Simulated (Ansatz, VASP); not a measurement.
# TaN in VASP and in Ansatz

The input POSCAR:

```
TaN
1.0
    0.0000000000      2.1790000000      2.1790000000
    2.1790000000      0.0000000000      2.1790000000
    2.1790000000      2.1790000000      0.0000000000
Ta N
1 1
Direct
    0.5028682882      0.5028682882      0.4971317118
    0.0000000000      0.0000000000      0.0000000000
```

The input INCAR.step1:

```
SYSTEM = TaN
ALGO = Normal ; EDIFF = 1E-4
ENCUT = 520 ; GGA = PE
ISMEAR = 0 ; LASPH = .TRUE.
LCHARG = .FALSE. ; LREAL = .FALSE.
LWAVE = .TRUE. ; NBANDS = 15
NELM = 100 ; PREC = Accurate
SIGMA = 0.15
```

File INCAR.step2:

```
SYSTEM = TaN
ALGO = Normal ; EDIFF = 1E-6
ENCUT = 520 ; ISIF = 2
ISMEAR = 0 ; ISTART = 1
LASPH = .TRUE. ; LCHARG = .TRUE.
LELF = .TRUE. ; LMIXTAU = .TRUE.
LREAL = .FALSE. ; LVHAR = .TRUE.
LWAVE = .FALSE. ; METAGGA = R2SCAN
NBANDS = 15 ; NELM = 100
PREC = Accurate ; SIGMA = 0.15
```

The input KPOINTS:

```
k-points
0
G
  18 18 18
  0 0 0
```

Input for Ansatz:

```yaml
crystal:
  lattice:
    - [0.0, 2.179, 2.179]
    - [2.179, 0.0, 2.179]
    - [2.179, 2.179, 0.0]
  atoms:
    - { symbol: Ta, position: [0.5028682882, 0.5028682882, 0.4971317118] }
    - { symbol: "N", position: [0.0, 0.0, 0.0] }
basis:
  ecutwfc: 500
kpoints:
  mp_grid: { grid: [18, 18, 18] }
hamiltonian:
  xc: r2scan
scf:
  occupations: { method: gaussian, width: 0.15 }
output:
  forces: true
  stress: true
  eigenvalues: true
  write_density: true
  write_potential: true
  elf: true
  volumetric_format: npy
```

Change from the starting cell: all Ta atoms moved +0.013 Å, as atom 1 along Cartesian [0 0 1].

Alike in both runs: task single point; functional r2SCAN; k mesh 18 × 18 × 18; occupations gaussian, width 0.15 eV; no spin polarisation.

|  | VASP | Ansatz |
| --- | --- | --- |
| version | VASP 6.6.1 | Ansatz 0.2.0 |
| potentials or method | VASP PAW PBE potentials, release 64 (Ta_pv, N), cutoff 520 eV | scalar-relativistic, plane waves, PAW |
| valence electrons in the cell | 16 | 18 |

Ansatz gave:

| Property | Result |
| --- | --- |
| gap on the k mesh at the Fermi level (eV) | none |
| pressure (GPa) | 9.8 |
| traceless stress, the component that is largest in VASP (GPa) | 0.06 |
| rms of the force components (eV/Å) | 0.063 |

Task: Which values does VASP return?

Result: gap on the k mesh at the Fermi level (eV): none; pressure (GPa): 12.0; traceless stress, the component that is largest in VASP (GPa): 0.06; rms of the force components (eV/Å): 0.061.

VASP's potentials were made for PBE, not for r2SCAN. Atom by atom the forces differ by 0.002 eV/Å (rms over components). A gap of «none» marks a metal or a gap that the smearing closes. VASP's potentials hold 16 valence electrons a cell and Ansatz's 18, so a difference there can come from the potentials and not from the codes.

Spin-orbit coupling is off throughout.
